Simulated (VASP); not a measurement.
Set up this calculation in VASP 6.6.1, as the native input.

* Task: single point
* Functional: PBEsol
* Potentials or basis: VASP PAW PBE potentials, release 64 (Cd, Se)
* Cutoff: 520 eV
* k mesh: 10 × 10 × 10
* Occupations: gaussian, width 0.05 eV
* Spin: no spin polarisation
* Dipole correction: no
* Further INCAR settings: ALGO = Normal; EDIFF = 1e-06; NBANDS = 16

The structure of CdSe lies in POSCAR:

```
CdSe
1.0
    0.0000000000      2.9290772759      2.9290772759
    2.9290772759      0.0000000000      2.9290772759
    2.9290772759      2.9290772759      0.0000000000
Cd Se
1 1
Direct
    0.0000000000      0.0000000000      0.0000000000
    0.7500000000      0.7500000000      0.7500000000
```

The input as run:

INCAR

```
  PREC = Accurate
  ENCUT = 520
  EDIFF = 1E-6
  ISMEAR = 0
  SIGMA = 0.05
  LREAL = F
  LASPH = T
  NELM = 60
  ALGO = Normal
  ISIF = 2
  LWAVE = F
  LCHARG = T
  GGA = PS
  LELF = T
  LVHAR = T
  NBANDS = 16
```

KPOINTS

```
regular mesh
0
Gamma
  10 10 10
```

Potentials or basis: VASP PAW PBE potentials, release 64 (Cd, Se).

Run with:

```bash
$ cat potpaw_PBE.64/Cd/POTCAR potpaw_PBE.64/Se/POTCAR > POTCAR
$ mpirun -np 1 vasp_std > vasp.out
```

It gave:

```
Pressure               : 8.2 GPa
Band gap on the k mesh : 0.70 eV, direct
```

Caveat: the PAW data sets were made with another functional, which shifts forces and pressure a little.

Run time: 15 s on 1 thread of Intel(R) Xeon(R) 6975P-C (Granite Rapids) (shared host), peak memory 0.19 GiB.
